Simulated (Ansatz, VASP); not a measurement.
**Ag in VASP and in Ansatz**

INCAR

```
SYSTEM = Ag
ALGO = Fast
EDIFF = 1E-6
ENCUT = 520
ISIF = 2
ISMEAR = 0
LASPH = .TRUE.
LCHARG = .FALSE.
LREAL = .FALSE.
LWAVE = .FALSE.
NBANDS = 18
NELM = 60
PREC = Accurate
SIGMA = 0.15
```

Contents of KPOINTS:

```
k-points
0
G
  21 21 12
  0 0 0
```

POSCAR

```
Ag
1.0
    2.9299980804      0.0000000000      0.0000000000
   -1.4649990402      2.5374527707      0.0000000000
    0.0000000000      0.0000000000      4.7900000000
Ag
2
Direct
    0.3333333333      0.6666666667      0.2500000000
    0.6666666667      0.3333333333      0.7500000000
```

Input for Ansatz:

```yaml
crystal:
  lattice:
    - [2.9299980804, 0.0, 0.0]
    - [-1.4649990402, 2.5374527707, 0.0]
    - [0.0, 0.0, 4.79]
  atoms:
    - { symbol: Ag, position: [0.3333333333, 0.6666666667, 0.25] }
    - { symbol: Ag, position: [0.6666666667, 0.3333333333, 0.75] }
basis:
  ecutwfc: 420
kpoints:
  mp_grid: { grid: [21, 21, 12] }
hamiltonian:
  xc: lda
scf:
  occupations: { method: gaussian, width: 0.15 }
output:
  forces: true
  stress: true
  eigenvalues: true
  write_density: true
  write_potential: true
  elf: true
  volumetric_format: npy
```

Alike in both runs: task single point; functional LDA; k mesh 21 × 21 × 12; occupations gaussian, width 0.15 eV; no spin polarisation.

|  | VASP | Ansatz |
| --- | --- | --- |
| version | VASP 6.6.1 | Ansatz 0.2.0 |
| potentials or method | VASP PAW LDA potentials, release 64 (Ag), cutoff 520 eV | scalar-relativistic, plane waves, PAW |
| valence electrons in the cell | 22 | 38 |

```csv
,VASP,Ansatz,Ansatz less VASP
gap on the k mesh at the Fermi level (eV),none,none,-
pressure (GPa),-10.6,-10.7,-0.14
"traceless stress, the component that is largest in VASP (GPa)",0.43,0.44,+0.014
```

LDA's correlation is that of Perdew and Zunger in VASP and of Perdew and Wang (1992) in Ansatz. A gap of «none» marks a metal or a gap that the smearing closes. VASP's potentials hold 22 valence electrons a cell and Ansatz's 38, so a difference there can come from the potentials and not from the codes.
